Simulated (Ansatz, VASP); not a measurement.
# One calculation of SrO, two programs

The input POSCAR:

```
SrO
1.0
    0.0000000000      2.5663000000      2.5663000000
    2.5663000000      0.0000000000      2.5663000000
    2.5663000000      2.5663000000      0.0000000000
Sr O
1 1
Direct
    0.5000000000      0.5000000000      0.5000000000
    0.0000000000      0.0000000000      0.0000000000
```

INCAR.step1

```
SYSTEM = SrO
  ALGO = Normal
  EDIFF = 1E-5
  ENCUT = 520
  GGA = PE
  GGA_COMPAT = .False.
  ISIF = 2
  ISMEAR = 0
  LASPH = .True.
  LREAL = .False.
  LWAVE = .True.
  NBANDS = 15
  NELM = 120
  PREC = Accurate
  SIGMA = 0.01
```

INCAR.step2

```
SYSTEM = SrO
  AEXX = 0.35
  ALGO = Normal
  EDIFF = 1E-6
  ENCUT = 520
  GGA = PE
  GGA_COMPAT = .False.
  ISIF = 2
  ISMEAR = 0
  ISTART = 1
  LASPH = .True.
  LCHARG = .True.
  LELF = .True.
  LHFCALC = .True.
  LREAL = .False.
  LVHAR = .True.
  LWAVE = .False.
  NBANDS = 15
  NELM = 120
  PREC = Accurate
  PRECFOCK = Normal
  SIGMA = 0.01
```

The input KPOINTS:

```
k-points
0
Gamma
  4 4 4
  0 0 0
```

Input for Ansatz:

```yaml
crystal:
  lattice:
    bravais: fcc
    a: 5.1326
  space_group: 225
  atoms:
    - { symbol: Sr, position: [0.5, 0.0, 0.0] }
    - { symbol: O, position: [0.0, 0.0, 0.0] }
  reduce_to_primitive: true
basis:
  ecutwfc: 517.016338673772
kpoints:
  mp_grid:
    grid: [4, 4, 4]
hamiltonian:
  xc:
    exchange: pbe
    correlation: pbe
    exx:
      coeff: 0.35
scf:
  convergence:
    dr2_threshold: 1.0e-09
  occupations:
    method: fixed
output:
  eigenvalues: true
```

Alike in both runs: task single point; functional PBE-based global hybrid with a share of 0.35 of exact exchange; k mesh 4 × 4 × 4; no spin polarisation.

|  | VASP | Ansatz |
| --- | --- | --- |
| version | VASP 6.6.1 | Ansatz 0.2.0 |
| potentials or method | VASP PAW PBE potentials, release 64 (Sr_sv, O), cutoff 520 eV | plane waves, PAW |
| occupations | gaussian, width 0.01 eV | fixed |
| valence electrons in the cell | 16 | 16 |

Ansatz gave:

* gap on the k mesh at the Fermi level (eV): 6.45

Task: What did VASP give for the same quantities?

Result: gap on the k mesh at the Fermi level (eV): 6.43.

VASP's potentials were made for PBE, not for PBE-based global hybrid.

The k mesh is coarse, so the values compare programs but aren't converged.
